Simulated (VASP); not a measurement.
Write the native input for VASP 6.6.1 that does the following.

```
Task                   : single point
Functional             : PBE
Potentials or basis    : VASP PAW PBE potentials, release 64 (O)
Cutoff                 : 520 eV
k mesh                 : 10 × 10 × 7
Occupations            : fermi-dirac, width 0.05 eV
Spin                   : no spin polarisation
Dipole correction      : no
Further INCAR settings : ALGO = Normal; EDIFF = 1e-06; NBANDS = 13
```

The structure of O lies in POSCAR:

```
O
1.0
    2.7931946254     -1.6284795617      0.0000000000
    2.7931946254      1.6284795617      0.0000000000
   -2.3456105162      0.0000000000      3.5725996965
O
2
Direct
    0.9745461700      0.9745461700      0.8444259800
    0.0254538300      0.0254538300      0.1555740200
```

The input as run:

INCAR

```
SYSTEM = O
  PREC = Accurate
  ENCUT = 520
  EDIFF = 1E-6
  ISMEAR = -1
  SIGMA = 0.05
  LREAL = .False.
  LASPH = .True.
  NELM = 100
  ALGO = Normal
  ISIF = 2
  LWAVE = .False.
  LCHARG = .True.
  GGA = PE
  LELF = .True.
  LVHAR = .True.
  NBANDS = 13
```

KPOINTS

```
Automatic mesh
0
Gamma
  10 10 7
  0 0 0
```

Potentials or basis: VASP PAW PBE potentials, release 64 (O).

Launch:

```sh
$ cat potpaw_PBE.64/O/POTCAR > POTCAR
$ mpirun -np 1 vasp_std > vasp.out
```

Results of the run:

```json
{
  "Pressure": "3.9 GPa",
  "Largest force": "2.929 eV/Å",
  "Band gap on the k mesh": "zero (bands 6 and 7 overlap by 0.31 eV)"
}
```

Caveat: the standard files for N, O and F lose accuracy on very short bonds; spin is off for a triplet molecule; the cell stands under pressure; this functional lacks dispersion, which holds the molecules together, so the pressure and a relaxed volume are unreliable; forces of over 1 eV/Å act on the atoms, so gaps and moduli don't describe the material at rest.

Run time: 24 s on 1 thread of Intel(R) Xeon(R) Platinum 8488C (Sapphire Rapids), on a shared host, peak memory 0.18 GiB.
